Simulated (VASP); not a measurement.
Set up this calculation in VASP 6.6.1, as the native input.

```yaml
Task: single point
Functional: PBE
Potentials_or_basis: VASP PAW PBE potentials, release 64 (K_sv, C, O)
Cutoff: 520 eV
k_mesh: 8 × 8 × 8
Occupations: gaussian, width 0.01 eV
Spin: collinear spin
Starting_moments: "[0.0, 0.0, 0.0, 0.5, 0.0] μB"
Dipole_correction: no
Further_INCAR_settings: ALGO = Normal; EDIFF = 1e-06; NBANDS = 30
```

The structure of K3CO lies in POSCAR:

```
K3CO
1.0
    5.2310620000      0.0000000000      0.0000000000
    0.0000000000      5.2310620000      0.0000000000
    0.0000000000      0.0000000000      5.2310620000
K C O
3 1 1
Direct
    0.0000000000      0.0000000000      0.5000000000
    0.0000000000      0.5000000000      0.0000000000
    0.5000000000      0.0000000000      0.0000000000
    0.5000000000      0.5000000000      0.5000000000
    0.0000000000      0.0000000000      0.0000000000
```

These files were run (other wordings do the same):

INCAR

```
PREC = Accurate
ENCUT = 520
EDIFF = 1E-6
ISMEAR = 0
SIGMA = 0.01
LREAL = F
LASPH = T
NELM = 150
ALGO = Normal
ISIF = 2
LWAVE = F
LCHARG = T
ISPIN = 2
MAGMOM = 0 0 0 0.5 0
LORBIT = 11
GGA = PE
LELF = T
LVHAR = T
NBANDS = 30
```

KPOINTS

```
Automatic mesh
0
Gamma
  8 8 8
```

Potentials or basis: VASP PAW PBE potentials, release 64 (K_sv, C, O).

Command:

```sh
$ cat potpaw_PBE.64/K_sv/POTCAR potpaw_PBE.64/C/POTCAR potpaw_PBE.64/O/POTCAR > POTCAR
$ mpirun -np 1 vasp_std > vasp.out
```

Results of the run:

The pressure is -0.1 GPa. The band gap on the k mesh is 0.30 eV (least direct gap 0.36 eV), the net moment is 3.00 μB per cell and the site moments are K +0.01; C +1.15; O +0.09 μB. The valence electrons inside the program's atomic spheres are K 7.59; C 2.08; O 4.91.

Caveat: semilocal functionals underestimate gaps, and a narrow one can read as zero.

Run time: 13 min on 1 thread of Intel Xeon 8259CL, on a shared host, peak memory 0.43 GiB.
